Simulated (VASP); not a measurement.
# BP (F-43m) in VASP: a series of runs

BP is run at these levels: PBE; tasks: single point.

All numbers are computed with VASP 6.6.1; they aren't measurements. Logs are shortened: lines on timing, memory, paths and dates and some standing lists are left out, and cuts for length are marked.

## 1. The cell of the first run

It takes space group F-43m (No. 216, cubic). Conventional cell: a = 4.598 Å, b = 4.598 Å, c = 4.598 Å, α = 90.00°, β = 90.00°, γ = 90.00°. Within 2.6 Å of B (site symmetry -43m) lie 4 P at 1.99 Å. Within 2.6 Å of P (site symmetry -43m) lie 4 B at 1.99 Å.

## 2. Single point, PBE

Contents of INCAR:

```
SYSTEM = BP
PREC     = Accurate       ! precision mode
ENCUT    = 520            ! plane-wave cutoff, eV
EDIFF    = 1E-6           ! SCF threshold, eV
ISMEAR   = 0              ! smearing method
SIGMA    = 0.01           ! smearing width, eV
LREAL    = .False.        ! projectors in reciprocal space
LASPH    = .True.         ! aspherical terms in the spheres
NELM     = 60             ! most SCF steps
ALGO     = Normal         ! electronic algorithm
ISIF     = 2              ! what is computed and relaxed
LWAVE    = .False.        ! write WAVECAR
LCHARG   = .False.        ! write CHGCAR
GGA      = PE             ! functional
NBANDS   = 11             ! bands
```

Contents of KPOINTS:

```
Automatic mesh
0
Gamma
  8 8 8
  0 0 0
```

Contents of POSCAR:

```
BP
1.0
    0.0000000000      2.2988586873      2.2988586873
    2.2988586873      0.0000000000      2.2988586873
    2.2988586873      2.2988586873      0.0000000000
B P
1 1
Direct
    0.0000000000      0.0000000000      0.0000000000
    0.2500000000      0.2500000000      0.2500000000
```

Potentials or basis: VASP PAW PBE potentials, release 64 (B, P).

On the command line:

```
$ cat potpaw_PBE.64/B/POTCAR potpaw_PBE.64/P/POTCAR > POTCAR
$ mpirun -np 1 vasp_std > vasp.out
```

OUTCAR:

```text
SYSTEM = BP
   PREC = Accurate
   ENCUT = 520
   EDIFF = 1E-6
   ISMEAR = 0
   LREAL = .False.
   LASPH = .True.
   NELM = 60
   ISIF = 2
   GGA = PE

 ion  position               nearest neighbor table
   1  0.000  0.000  0.000-   2 1.99   2 1.99   2 1.99   2 1.99
   2  0.250  0.250  0.250-   1 1.99   1 1.99   1 1.99   1 1.99

  LATTYP: Found a face centered cubic cell.
 ALAT       =     4.5977173746

  Lattice vectors:

 A1 = (   0.0000000000,   2.2988586873,   2.2988586873)
 A2 = (   2.2988586873,   0.0000000000,   2.2988586873)
 A3 = (   2.2988586873,   2.2988586873,   0.0000000000)

Analysis of symmetry for initial positions (statically):
=====================================================================
 Subroutine PRICEL returns:
 Original cell was already a primitive cell.

 Routine SETGRP: Setting up the symmetry group for a
 face centered cubic supercell.

 Subroutine GETGRP returns: Found 24 space group operations
 (whereof 24 operations were pure point group operations)
 out of a pool of 48 trial point group operations.

The static configuration has the point symmetry T_d .

Analysis of symmetry for dynamics (positions and initial velocities):
=====================================================================
 Subroutine PRICEL returns:
 Original cell was already a primitive cell.

 Routine SETGRP: Setting up the symmetry group for a
 face centered cubic supercell.

 Subroutine GETGRP returns: Found 24 space group operations
 (whereof 24 operations were pure point group operations)
 out of a pool of 48 trial point group operations.

The dynamic configuration has the point symmetry T_d .

 Subroutine INISYM returns: Found 24 space group operations
 (whereof 24 operations are pure point group operations),
 and found     1 'primitive' translations

----------------------------------------------------------------------------------------

                                     Primitive cell

  volume of cell :      24.2978

  direct lattice vectors                    reciprocal lattice vectors
     0.000000000  2.298858687  2.298858687    -0.217499232  0.217499232  0.217499232
     2.298858687  0.000000000  2.298858687     0.217499232 -0.217499232  0.217499232
     2.298858687  2.298858687  0.000000000     0.217499232  0.217499232 -0.217499232

  length of vectors
     3.251077134  3.251077134  3.251077134     0.376719721  0.376719721  0.376719721

  position of ions in fractional coordinates (direct lattice)
     0.000000000  0.000000000  0.000000000
     0.250000000  0.250000000  0.250000000

[... 85 lines left out ...]
   TEBEG  =    0.0;   TEEND  =   0.0 temperature during run
   PSTRESS=    0.0 pullay stress
   NELECT =       8.0000    total number of electrons
   NUPDOWN=      -1.0000    fix difference up-down
   EMIN   =  10.00;   EMAX   =-10.00  energy-range for DOS
   EFERMI =   0.00;   METHOD = LEGACY
   ISMEAR =     0;   SIGMA  =   0.01  broadening in eV -4-tet -1-fermi 0-gaus
   EFERMI_NEDOS =   21; number of points for ismear=-14 and -15
   IALGO  =     38    algorithm
   IMIX   =      4    mixing-type and parameters
     AMIX     =   0.40;   BMIX     =  1.00
     AMIX_MAG =   1.60;   BMIX_MAG =  1.00
  volume/ion in A,a.u.               =      12.15        81.98
  Fermi-wavevector in a.u.,A,eV,Ry     =   1.130444  2.136230 17.386948  1.277905
  Thomas-Fermi vector in A             =   2.267141
   LORBIT       =      0    0 simple, 1 ext, 2 COOP (PROOUT), +10 PAW based schemes
   GGA     = PE    functional components
   LHFCALC =     F    Hartree Fock is set to
   AEXX    =    0.0000 exact exchange contribution
   IVDW    =     0    specifies the selected vdW correction
   LEPSILON=     F    determine dielectric tensor
   LRPA    =     F    only Hartree local field effects (RPA)
 non-spin polarized calculation
 Gauss-broadening in eV      SIGMA  =   0.01
  energy-cutoff  :      520.00
  volume of cell :       24.30
 maximum number of plane-waves:       666
   NGX = 13   NGY = 13   NGZ = 13

 number of electron       7.9999999 magnetization

 Free energy of the ion-electron system (eV)
  ---------------------------------------------------
  ext. energy  EPLUGINS =         0.00000000
  ---------------------------------------------------
  free energy    TOTEN  =       -12.91624976 eV

  energy without entropy =      -12.91624976  energy(sigma->0) =      -12.91624976

 E-fermi :   7.0396     XC(G=0): -10.7387

 val. band max:        6.9756709260   @ k =   0.0000   0.0000   0.0000
 cond. band min:       8.2924505851   @ k =   0.3750   0.3750   0.0000
 fundamental gap:      1.3167796591
 Fermi energy:         7.0395632618

 k-point     1 :       0.0000    0.0000    0.0000
  band No.  band energies     occupation
      1      -8.1391      2.00000
      2       6.9757      2.00000
      3       6.9757      2.00000
      4       6.9757      2.00000
      5      10.3213      0.00000
      6      10.3213      0.00000
      7      10.3213      0.00000
      8      13.7604      0.00000
      9      18.2307      0.00000
     10      18.9945      0.00000
     11      18.9945      0.00000
[... 309 lines left out ...]
 k-point    24 :      -0.3750    0.2500    0.1250
  band No.  band energies     occupation
      1      -4.3298      2.00000
      2      -1.2315      2.00000
      3       2.5724      2.00000
      4       3.9750      2.00000
      5      11.1601      0.00000
      6      12.0406      0.00000
      7      15.0346      0.00000
      8      16.5190      0.00000
      9      17.2646      0.00000
     10      21.1331      0.00000
     11      23.5253      0.00000

 [... further k-points ...]

------------------------ aborting loop because EDIFF is reached ----------------------------------------

  FORCE on cell =-STRESS in cart. coord.  units (eV):
  Direction    XX          YY          ZZ          XY          YZ          ZX
  --------------------------------------------------------------------------------------
  -------------------------------------------------------------------------------------
  Total       -0.7753367     -0.7753367     -0.7753367      0.0000000      0.0000000     -0.0000000
  in kB      -51.1250908    -51.1250908    -51.1250908      0.0000000      0.0000000     -0.0000000
  external PRESSURE =     -51.1250908 kB  Pullay stress =       0.0000000 kB

 VOLUME and BASIS-vectors are now :
 -----------------------------------------------------------------------------
  energy-cutoff  :      520.00
  volume of cell :       24.30
      direct lattice vectors                 reciprocal lattice vectors
     0.000000000  2.298858687  2.298858687    -0.217499232  0.217499232  0.217499232
     2.298858687  0.000000000  2.298858687     0.217499232 -0.217499232  0.217499232
     2.298858687  2.298858687  0.000000000     0.217499232  0.217499232 -0.217499232

 POSITION                                       TOTAL-FORCE (eV/Angst)
 -----------------------------------------------------------------------------------
      0.00000      0.00000      0.00000        -0.000000     -0.000000     -0.000000
      1.14943      1.14943      1.14943         0.000000      0.000000      0.000000
 -----------------------------------------------------------------------------------
    total drift:                                0.000000      0.000000      0.000000

  FREE ENERGIE OF THE ION-ELECTRON SYSTEM (eV)
  ---------------------------------------------------
  free  energy   TOTEN  =       -12.9162497617 eV

  energy  without entropy=      -12.9162497617  energy(sigma->0) =      -12.91624976
```

OSZICAR:

```text
N       E                     dE             d eps       ncg     rms          rms(c)
DAV:   1     0.807096380161E+01    0.80710E+01   -0.38843E+03   638   0.651E+02
DAV:   2    -0.129701796814E+02   -0.21041E+02   -0.20308E+02   828   0.108E+02
DAV:   3    -0.135417062951E+02   -0.57153E+00   -0.57005E+00   838   0.152E+01
DAV:   4    -0.135437817344E+02   -0.20754E-02   -0.20753E-02   713   0.106E+00
DAV:   5    -0.135437937535E+02   -0.12019E-04   -0.12019E-04   794   0.816E-02    0.681E+00
DAV:   6    -0.130025071898E+02    0.54129E+00   -0.12824E+00   722   0.478E+00    0.367E+00
DAV:   7    -0.129230951560E+02    0.79412E-01   -0.19766E-01   788   0.222E+00    0.128E+00
DAV:   8    -0.129157115184E+02    0.73836E-02   -0.25299E-02   742   0.894E-01    0.180E-01
DAV:   9    -0.129160374358E+02   -0.32592E-03   -0.73020E-04   733   0.178E-01    0.110E-01
DAV:  10    -0.129162376833E+02   -0.20025E-03   -0.25224E-04   720   0.992E-02    0.271E-02
DAV:  11    -0.129162487990E+02   -0.11116E-04   -0.11777E-05   806   0.226E-02    0.305E-02
DAV:  12    -0.129162498916E+02   -0.10926E-05   -0.48207E-06   710   0.107E-02    0.123E-02
DAV:  13    -0.129162497617E+02    0.12985E-06   -0.12298E-07   370   0.233E-03
   1 F= -.12916250E+02 E0= -.12916250E+02  d E =-.616989E-22
```

stdout:

```text
POSCAR found type information on POSCAR B P
 POSCAR found :  2 types and       2 ions
 scaLAPACK will be used
 LDA part: xc-table for (Slater+PW92), standard interpolation
 POSCAR, INCAR and KPOINTS ok, starting setup
 FFT: planning ... GRIDC
 FFT: planning ... GRID_SOFT
 FFT: planning ... GRID
 WAVECAR not read
 entering main loop
```

It took 3.2 s on 1 thread of AMD EPYC 9R45 (Zen 5), shared host; peak memory 0.1 GiB.

Results:

```
Free energy            : -12.9162 eV
Pressure               : -5.1 GPa
Band gap on the k mesh : 1.32 eV, indirect (least direct gap 3.35 eV)
```

Levels at points of the mesh, in eV from the valence-band top:
| k point | band 2 | band 3 | band 4 | band 5 | band 6 | band 7 |
| --- | --- | --- | --- | --- | --- | --- |
| (0.00, 0.00, 0.00) | 0.00 | 0.00 | 0.00 | 3.35 | 3.35 | 3.35 |
| (0.50, 0.00, 0.00) | -8.76 | -1.71 | -1.71 | 3.55 | 4.69 | 4.69 |
| (0.50, 0.50, 0.00) | -8.38 | -3.97 | -3.97 | 1.41 | 1.70 | 11.76 |

A k mesh can miss the band edges. As with any semilocal functional, this PBE gap is likely too small.

## 3. Single point, PBE

This run uses another cell than the first one, of 12.38 Å³/atom, 1.019 times its volume.

Contents of INCAR:

```
PREC = Accurate
ENCUT = 520
EDIFF = 1E-7
ISMEAR = 0
SIGMA = 0.01
LREAL = False
LASPH = True
NELM = 60
ALGO = Normal
ISIF = 2
LWAVE = False
LCHARG = False
GGA = PE
NBANDS = 11
```

Contents of KPOINTS:

```
Automatic mesh
0
Gamma
  8 8 8
```

Contents of POSCAR:

```
BP
1.0
    0.0000000000      2.3135014941      2.3135014941
    2.3135014941      0.0000000000      2.3135014941
    2.3135014941      2.3135014941      0.0000000000
B P
1 1
Direct
    0.0000000000      0.0000000000      0.0000000000
    0.2500000000      0.2500000000      0.2500000000
```

Potentials or basis: VASP PAW PBE potentials, release 64 (B, P).

On the command line:

```
$ cat potpaw_PBE.64/B/POTCAR potpaw_PBE.64/P/POTCAR > POTCAR
$ mpirun -np 1 vasp_std > vasp.out
```

OUTCAR:

```text
PREC = Accurate
   ENCUT = 520
   EDIFF = 1E-7
   ISMEAR = 0
   LREAL = False
   LASPH = True
   NELM = 60
   ISIF = 2
   GGA = PE

 ion  position               nearest neighbor table
   1  0.000  0.000  0.000-   2 2.00   2 2.00   2 2.00   2 2.00
   2  0.250  0.250  0.250-   1 2.00   1 2.00   1 2.00   1 2.00

  LATTYP: Found a face centered cubic cell.
 ALAT       =     4.6270029882

  Lattice vectors:

 A1 = (   0.0000000000,   2.3135014941,   2.3135014941)
 A2 = (   2.3135014941,   0.0000000000,   2.3135014941)
 A3 = (   2.3135014941,   2.3135014941,   0.0000000000)

Analysis of symmetry for initial positions (statically):
=====================================================================
 Subroutine PRICEL returns:
 Original cell was already a primitive cell.

 Routine SETGRP: Setting up the symmetry group for a
 face centered cubic supercell.

 Subroutine GETGRP returns: Found 24 space group operations
 (whereof 24 operations were pure point group operations)
 out of a pool of 48 trial point group operations.

The static configuration has the point symmetry T_d .

Analysis of symmetry for dynamics (positions and initial velocities):
=====================================================================
 Subroutine PRICEL returns:
 Original cell was already a primitive cell.

 Routine SETGRP: Setting up the symmetry group for a
 face centered cubic supercell.

 Subroutine GETGRP returns: Found 24 space group operations
 (whereof 24 operations were pure point group operations)
 out of a pool of 48 trial point group operations.

The dynamic configuration has the point symmetry T_d .

 Subroutine INISYM returns: Found 24 space group operations
 (whereof 24 operations are pure point group operations),
 and found     1 'primitive' translations

----------------------------------------------------------------------------------------

                                     Primitive cell
[... 112 lines left out ...]
  volume/ion in A,a.u.               =      12.38        83.56
  Fermi-wavevector in a.u.,A,eV,Ry     =   1.123290  2.122709 17.167550  1.261779
  Thomas-Fermi vector in A             =   2.259955
   LORBIT       =      0    0 simple, 1 ext, 2 COOP (PROOUT), +10 PAW based schemes
   GGA     = PE    functional components
   LHFCALC =     F    Hartree Fock is set to
   AEXX    =    0.0000 exact exchange contribution
   IVDW    =     0    specifies the selected vdW correction
   LEPSILON=     F    determine dielectric tensor
   LRPA    =     F    only Hartree local field effects (RPA)
 non-spin polarized calculation
 Gauss-broadening in eV      SIGMA  =   0.01
  energy-cutoff  :      520.00
  volume of cell :       24.77
 maximum number of plane-waves:       692
   NGX = 13   NGY = 13   NGZ = 13

 number of electron       7.9999999 magnetization

 Free energy of the ion-electron system (eV)
  ---------------------------------------------------
  ext. energy  EPLUGINS =         0.00000000
  ---------------------------------------------------
  free energy    TOTEN  =       -12.89767468 eV

  energy without entropy =      -12.89767468  energy(sigma->0) =      -12.89767468

 E-fermi :   6.8092     XC(G=0): -10.6574

 val. band max:        6.7577187723   @ k =   0.0000   0.0000   0.0000
 cond. band min:       8.0972041312   @ k =   0.3750   0.3750   0.0000
 fundamental gap:      1.3394853589
 Fermi energy:         6.8091577671

 k-point     1 :       0.0000    0.0000    0.0000
  band No.  band energies     occupation
      1      -8.1921      2.00000
      2       6.7577      2.00000
      3       6.7577      2.00000
      4       6.7577      2.00000
      5      10.0787      0.00000
      6      10.0787      0.00000
      7      10.0787      0.00000
      8      13.2620      0.00000
      9      17.8923      0.00000
     10      18.7247      0.00000
     11      18.7247      0.00000
[... 309 lines left out ...]
 k-point    24 :      -0.3750    0.2500    0.1250
  band No.  band energies     occupation
      1      -4.4651      2.00000
      2      -1.3352      2.00000
      3       2.4151      2.00000
      4       3.8124      2.00000
      5      10.9357      0.00000
      6      11.7591      0.00000
      7      14.6972      0.00000
      8      16.1822      0.00000
      9      16.9716      0.00000
     10      20.7898      0.00000
     11      23.1651      0.00000

 [... further k-points ...]
[... 5 lines left out ...]
  --------------------------------------------------------------------------------------
  -------------------------------------------------------------------------------------
  Total       -1.1929089     -1.1929089     -1.1929089      0.0000000      0.0000000      0.0000000
  in kB      -77.1753317    -77.1753317    -77.1753317      0.0000000      0.0000000      0.0000000
  external PRESSURE =     -77.1753317 kB  Pullay stress =       0.0000000 kB

 VOLUME and BASIS-vectors are now :
 -----------------------------------------------------------------------------
  energy-cutoff  :      520.00
  volume of cell :       24.77
      direct lattice vectors                 reciprocal lattice vectors
     0.000000000  2.313501494  2.313501494    -0.216122618  0.216122618  0.216122618
     2.313501494  0.000000000  2.313501494     0.216122618 -0.216122618  0.216122618
     2.313501494  2.313501494  0.000000000     0.216122618  0.216122618 -0.216122618

 POSITION                                       TOTAL-FORCE (eV/Angst)
 -----------------------------------------------------------------------------------
      0.00000      0.00000      0.00000        -0.000000      0.000000     -0.000000
      1.15675      1.15675      1.15675         0.000000     -0.000000      0.000000
 -----------------------------------------------------------------------------------
    total drift:                                0.000000      0.000000      0.000000

  FREE ENERGIE OF THE ION-ELECTRON SYSTEM (eV)
  ---------------------------------------------------
  free  energy   TOTEN  =       -12.8976746796 eV

  energy  without entropy=      -12.8976746796  energy(sigma->0) =      -12.89767468
```

stdout:

```text
POSCAR found type information on POSCAR B P
 POSCAR found :  2 types and       2 ions
 scaLAPACK will be used
 LDA part: xc-table for (Slater+PW92), standard interpolation
 POSCAR, INCAR and KPOINTS ok, starting setup
 FFT: planning ... GRIDC
 FFT: planning ... GRID_SOFT
 FFT: planning ... GRID
 WAVECAR not read
 entering main loop
```

Wall time 3.4 s (1 thread of AMD EPYC 9R45 (Zen 5), shared host); peak memory 0.1 GiB.

Results:

* Free energy: -12.8977 eV
* Pressure: -7.7 GPa
* Band gap on the k mesh: 1.34 eV, indirect (least direct gap 3.32 eV)
